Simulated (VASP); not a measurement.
# HfTe5Mo (P3m1) in VASP: single point with PBE

Aim: the single point of HfTe5Mo with PBE.

Everything below comes from runs of VASP 6.6.1. Logs are shortened: lines on timing, memory, paths and dates and some standing lists are left out, and cuts for length are marked.

## 1. The cell of the first run

Symmetry: P3m1, No. 156, trigonal system. The conventional cell has a = 3.654 Å, b = 3.654 Å, c = 17.179 Å, α = 90.00°, β = 90.00°, γ = 120.00°. Within 3.8 Å of Hf (site symmetry 3m) lie 6 Te at 2.86 to 2.87 Å and 6 Hf at 3.65 Å. Te (site symmetry 3m) has 3 Hf at 2.87 Å and 6 Te at 3.65 Å within 3.8 Å. Te (site symmetry 3m) has 3 Hf at 2.86 Å and 9 Te at 3.65 to 3.69 Å within 3.8 Å. Te (site symmetry 3m) has 3 Mo at 2.75 Å and 1 Te at 3.54 Å within 3.6 Å. Te (site symmetry 3m) has 3 Mo at 2.76 Å and 1 Te at 3.54 Å within 3.6 Å. Within 4.8 Å of Te (site symmetry 3m) lie 12 Te at 3.65 to 3.78 Å. Mo (site symmetry 3m) has 6 Te at 2.75 to 2.76 Å within 3.6 Å.

## 2. Single point, PBE

File INCAR:

```
PREC = Accurate
ENCUT = 500
EDIFF = 1E-6
ISMEAR = 0
SIGMA = 0.2
LREAL = False
LASPH = True
NELM = 120
ALGO = Normal
ISIF = 2
LWAVE = False
LCHARG = False
GGA = PE
NBANDS = 36
GGA_COMPAT = False
```

File KPOINTS:

```
Automatic mesh
0
Gamma
  5 5 1
```

File POSCAR:

```
HfTe5Mo
1.0
    3.6540944299      0.0000000000      0.0000000000
   -1.8270472150      3.1645386042      0.0000000000
    0.0000000000      0.0000000000     17.1789489965
Hf Te Mo
1 5 1
Direct
    0.0000000000      0.0000000000     -0.0100036186
    0.3333333333      0.6666666667      0.1033578278
    0.6666666667      0.3333333333      0.8774427995
    0.0000000000      0.0000000000      0.3128760650
    0.0000000000      0.0000000000      0.5191211317
    0.3333333333      0.6666666667      0.7013723001
    0.3333333333      0.6666666667      0.4158334944
```

Potentials or basis: VASP PAW PBE potentials, release 64 (Hf_pv, Te, Mo_sv).

The run is started by

```sh
cat potpaw_PBE.64/Hf_pv/POTCAR potpaw_PBE.64/Te/POTCAR potpaw_PBE.64/Mo_sv/POTCAR > POTCAR
mpirun -np 1 vasp_std > vasp.out
```

OUTCAR:

```text
PREC = Accurate
   ENCUT = 500
   EDIFF = 1E-6
   ISMEAR = 0
   LREAL = False
   LASPH = True
   NELM = 120
   ISIF = 2
   GGA = PE

 ion  position               nearest neighbor table
   1  0.000  0.000  0.990-   3 2.86   3 2.86   3 2.86   2 2.87   2 2.87   2 2.87
   2  0.333  0.667  0.103-   1 2.87   1 2.87   1 2.87
   3  0.667  0.333  0.877-   1 2.86   1 2.86   1 2.86
   4  0.000  0.000  0.313-   7 2.75   7 2.75   7 2.75   5 3.54
   5  0.000  0.000  0.519-   7 2.76   7 2.76   7 2.76   4 3.54
   6  0.333  0.667  0.701-
   7  0.333  0.667  0.416-   4 2.75   4 2.75   4 2.75   5 2.76   5 2.76   5 2.76

  LATTYP: Found a hexagonal cell.
 ALAT       =     3.6540944299
 C/A-ratio  =     4.7012876449

  Lattice vectors:

 A1 = (   3.6540944299,   0.0000000000,   0.0000000000)
 A2 = (  -1.8270472150,   3.1645386042,   0.0000000000)
 A3 = (   0.0000000000,   0.0000000000,  17.1789489965)

Analysis of symmetry for initial positions (statically):
=====================================================================
 Subroutine PRICEL returns:
 Original cell was already a primitive cell.

 Routine SETGRP: Setting up the symmetry group for a
 hexagonal supercell.

 Subroutine GETGRP returns: Found  6 space group operations
 (whereof  6 operations were pure point group operations)
 out of a pool of 24 trial point group operations.

The static configuration has the point symmetry C_3v.

Analysis of symmetry for dynamics (positions and initial velocities):
=====================================================================
 Subroutine PRICEL returns:
 Original cell was already a primitive cell.

 Routine SETGRP: Setting up the symmetry group for a
 hexagonal supercell.

 Subroutine GETGRP returns: Found  6 space group operations
 (whereof  6 operations were pure point group operations)
 out of a pool of 24 trial point group operations.

The dynamic configuration has the point symmetry C_3v.

 Subroutine INISYM returns: Found  6 space group operations
 (whereof  6 operations are pure point group operations),
 and found     1 'primitive' translations

----------------------------------------------------------------------------------------

                                     Primitive cell

  volume of cell :     198.6492

  direct lattice vectors                    reciprocal lattice vectors
     3.654094430  0.000000000  0.000000000     0.273665615  0.158000917  0.000000000
    -1.827047215  3.164538604  0.000000000     0.000000000  0.316001833  0.000000000
     0.000000000  0.000000000 17.178948997     0.000000000  0.000000000  0.058210779

  length of vectors
     3.654094430  3.654094430 17.178948997     0.316001833  0.316001833  0.058210779

  position of ions in fractional coordinates (direct lattice)
     0.000000000  0.000000000  0.989996381
     0.333333333  0.666666667  0.103357828
     0.666666667  0.333333333  0.877442800
     0.000000000  0.000000000  0.312876065
     0.000000000  0.000000000  0.519121132
     0.333333333  0.666666667  0.701372300
     0.333333333  0.666666667  0.415833494

  ion indices of the primitive-cell ions
   primitive index   ion index
                 1           1
                 2           2
                 3           3
                 4           4
                 5           5
                 6           6
                 7           7

----------------------------------------------------------------------------------------

 KPOINTS: Automatic mesh

Automatic generation of k-mesh.
 Grid dimensions read from file:
 generate k-points for:    5    5    1

 Generating k-lattice:

  Cartesian coordinates                     Fractional coordinates (reciprocal lattice)
     0.054733123  0.031600183  0.000000000     0.200000000  0.000000000  0.000000000
     0.000000000  0.063200367  0.000000000     0.000000000  0.200000000  0.000000000
     0.000000000  0.000000000  0.058210779     0.000000000  0.000000000  1.000000000

  Length of vectors
     0.063200367  0.063200367  0.058210779

  Shift w.r.t. Gamma in fractional coordinates (k-lattice)
     0.000000000  0.000000000  0.000000000

 Subroutine IBZKPT returns following result:
 ===========================================

 Found      5 irreducible k-points:

 Following reciprocal coordinates:
            Coordinates               Weight
  0.000000  0.000000  0.000000      1.000000
  0.200000 -0.000000  0.000000      6.000000
  0.400000 -0.000000  0.000000      6.000000
  0.200000  0.200000  0.000000      6.000000
  0.400000  0.200000  0.000000      6.000000
   k-points           NKPTS =      5   k-points in BZ     NKDIM =      5   number of bands    NBANDS=     36
   number of dos      NEDOS =    301   number of ions     NIONS =      7
   total plane-waves  NPLWV =  98784
   dimension x,y,z NGX =    28 NGY =   28 NGZ =  126
   dimension x,y,z NGXF=    56 NGYF=   56 NGZF=  252
   ions per type =               1   5   1
   NGX,Y,Z   is equivalent  to a cutoff of  12.74, 12.74, 12.19 a.u.
   NGXF,Y,Z  is equivalent  to a cutoff of  25.48, 25.48, 24.39 a.u.
 SYSTEM =  unknown system
   PREC   = accura    normal or accurate (medium, high low for compatibility)
   ISTART =      0    job   : 0-new  1-cont  2-samecut
   ICHARG =      2    charge: 1-file 2-atom 10-const
   ISPIN  =      1    spin polarized calculation?
   LNONCOLLINEAR =      F non collinear calculations
   LSORBIT =      F    spin-orbit coupling
   LASPH  =      T    aspherical Exc in radial PAW
   ENCUT  =  500.0 eV  36.75 Ry    6.06 a.u.   6.66  6.66 31.32*2*pi/ulx,y,z
   NELM   =    120;   NELMIN=  2; NELMDL= -5     # of ELM steps
   EDIFF  = 0.1E-05   stopping-criterion for ELM
   LREAL  =      F    real-space projection
   EDIFFG = 0.1E-04   stopping-criterion for IOM
   NSW    =      0    number of steps for IOM
   IBRION =     -1    ionic relax: 0-MD 1-quasi-New 2-CG
   NFREE  =      0    steps in history (QN), initial steepest desc. (CG)
   ISIF   =      2    stress and relaxation
   ISYM   =      2    0-nonsym 1-usesym 2-fastsym
   POTIM  = 0.5000    time-step for ionic-motion
   TEBEG  =    0.0;   TEEND  =   0.0 temperature during run
   PSTRESS=    0.0 pullay stress
   NELECT =      54.0000    total number of electrons
   NUPDOWN=      -1.0000    fix difference up-down
   EMIN   =  10.00;   EMAX   =-10.00  energy-range for DOS
   EFERMI =   0.00;   METHOD = LEGACY
   ISMEAR =     0;   SIGMA  =   0.20  broadening in eV -4-tet -1-fermi 0-gaus
   EFERMI_NEDOS =   21; number of points for ismear=-14 and -15
   IALGO  =     38    algorithm
   IMIX   =      4    mixing-type and parameters
     AMIX     =   0.40;   BMIX     =  1.00
     AMIX_MAG =   1.60;   BMIX_MAG =  1.00
  volume/ion in A,a.u.               =      28.38       191.51
  Fermi-wavevector in a.u.,A,eV,Ry     =   1.060500  2.004054 15.301919  1.124659
  Thomas-Fermi vector in A             =   2.195883
   LORBIT       =      0    0 simple, 1 ext, 2 COOP (PROOUT), +10 PAW based schemes
   GGA     = PE    functional components
   LHFCALC =     F    Hartree Fock is set to
   AEXX    =    0.0000 exact exchange contribution
   IVDW    =     0    specifies the selected vdW correction
   LEPSILON=     F    determine dielectric tensor
   LRPA    =     F    only Hartree local field effects (RPA)
 non-spin polarized calculation
 Gauss-broadening in eV      SIGMA  =   0.20
  energy-cutoff  :      500.00
  volume of cell :      198.65
 maximum number of plane-waves:      5091
 NGX is ok and might be reduce to    28
   NGX = 13   NGY = 13   NGZ = 63

 number of electron      53.9999996 magnetization

 Free energy of the ion-electron system (eV)
  ---------------------------------------------------
  ext. energy  EPLUGINS =         0.00000000
  ---------------------------------------------------
  free energy    TOTEN  =       -38.66353001 eV

  energy without entropy =      -38.55237855  energy(sigma->0) =      -38.60795428

 E-fermi :   6.4257     XC(G=0):  -9.8740

 val. band max:        6.4222413690   @ k =   0.2000   0.2000   0.0000
 cond. band min:       6.4458208033   @ k =   0.2000  -0.0000   0.0000
 fundamental gap:      0.0235794343
 Fermi energy:         6.4256652580

 k-point     1 :       0.0000    0.0000    0.0000
  band No.  band energies     occupation
      1     -54.5587      2.00000
      2     -28.6482      2.00000
      3     -28.6327      2.00000
      4     -28.6327      2.00000
      5     -24.5320      2.00000
      6     -24.4530      2.00000
[... 28 lines left out ...]
     35       9.2018      0.00000
     36      10.8939      0.00000

 k-point     2 :       0.2000   -0.0000    0.0000
  band No.  band energies     occupation
      1     -54.5568      2.00000
      2     -28.6625      2.00000
      3     -28.6416      2.00000
      4     -28.6397      2.00000
      5     -24.5203      2.00000
      6     -24.5086      2.00000
[... 28 lines left out ...]
     35       9.3180      0.00000
     36      10.3093      0.00000

 k-point     3 :       0.4000   -0.0000    0.0000
  band No.  band energies     occupation
      1     -54.5536      2.00000
      2     -28.7104      2.00000
      3     -28.6509      2.00000
      4     -28.6310      2.00000
      5     -24.5976      2.00000
      6     -24.5007      2.00000
[... 28 lines left out ...]
     35       9.8963      0.00000
     36      10.1745      0.00000

 k-point     4 :       0.2000    0.2000    0.0000
  band No.  band energies     occupation
      1     -54.5542      2.00000
      2     -28.6937      2.00000
      3     -28.6563      2.00000
      4     -28.6330      2.00000
      5     -24.5662      2.00000
      6     -24.5052      2.00000
[... 28 lines left out ...]
     35       9.8906      0.00000
     36      10.0818      0.00000

 k-point     5 :       0.4000    0.2000    0.0000
  band No.  band energies     occupation
      1     -54.5526      2.00000
      2     -28.7089      2.00000
      3     -28.6707      2.00000
      4     -28.6277      2.00000
      5     -24.5934      2.00000
      6     -24.5253      2.00000
[... 28 lines left out ...]
     35       9.7759      0.00000
     36      10.2002      0.00000

------------------------ aborting loop because EDIFF is reached ----------------------------------------

  FORCE on cell =-STRESS in cart. coord.  units (eV):
  Direction    XX          YY          ZZ          XY          YZ          ZX
  --------------------------------------------------------------------------------------
  -------------------------------------------------------------------------------------
  Total       -0.1236217     -0.1236217     -0.1180903      0.0000000      0.0000000     -0.0000000
  in kB       -0.9970534     -0.9970534     -0.9524412      0.0000000      0.0000000     -0.0000000
  external PRESSURE =      -0.9821826 kB  Pullay stress =       0.0000000 kB

 VOLUME and BASIS-vectors are now :
 -----------------------------------------------------------------------------
  energy-cutoff  :      500.00
  volume of cell :      198.65
      direct lattice vectors                 reciprocal lattice vectors
     3.654094430  0.000000000  0.000000000     0.273665615  0.158000917  0.000000000
    -1.827047215  3.164538604  0.000000000     0.000000000  0.316001833  0.000000000
     0.000000000  0.000000000 17.178948997     0.000000000  0.000000000  0.058210779

 POSITION                                       TOTAL-FORCE (eV/Angst)
 -----------------------------------------------------------------------------------
      0.00000      0.00000     17.00710        -0.000000      0.000000     -0.016030
     -0.00000      2.10969      1.77558         0.000000      0.000000     -0.026299
      1.82705      1.05485     15.07355        -0.000000     -0.000000      0.022371
      0.00000      0.00000      5.37488        -0.000000     -0.000000     -0.012915
      0.00000      0.00000      8.91796        -0.000000      0.000000     -0.012119
     -0.00000      2.10969     12.04884        -0.000000      0.000000      0.000567
     -0.00000      2.10969      7.14358         0.000000     -0.000000      0.044425
 -----------------------------------------------------------------------------------
    total drift:                                0.000000     -0.000000      0.000374

  FREE ENERGIE OF THE ION-ELECTRON SYSTEM (eV)
  ---------------------------------------------------
  free  energy   TOTEN  =       -38.6635300149 eV

  energy  without entropy=      -38.5523785471  energy(sigma->0) =      -38.60795428
```

It took 64 s on 1 thread of Intel Xeon 6975P-C (Granite Rapids), shared host; peak memory 0.31 GiB.

What came out:

| Property | Result |
| --- | --- |
| Free energy | -38.6635 eV |
| Pressure | -0.1 GPa |
| Largest force | 0.044 eV/Å |
| Band gap on the k mesh | zero (band 27 reaches 7.70 eV, above the bottom of band 28 at 5.96 eV) |

Forces on the atoms (eV/Å):
```
Hf   0.000  0.000 -0.016
Te   0.000  0.000 -0.026
Te   0.000  0.000  0.022
Te   0.000  0.000 -0.013
Te   0.000  0.000 -0.012
Te   0.000  0.000  0.001
Mo   0.000  0.000  0.044
```

Levels at points of the mesh, in eV from the Fermi level:
```tsv
k point	band 25	band 26	band 27	band 28	band 29	band 30
(0.00, 0.00, 0.00)	1.18	1.28	1.28	1.54	1.54	1.98
```

Caveat: the k points lie up to 0.40 Å⁻¹ apart; spin-orbit coupling is left out, which moves the levels of the heavy elements; this functional lacks dispersion, which binds the layers, so the pressure and a relaxed spacing across them are unreliable.
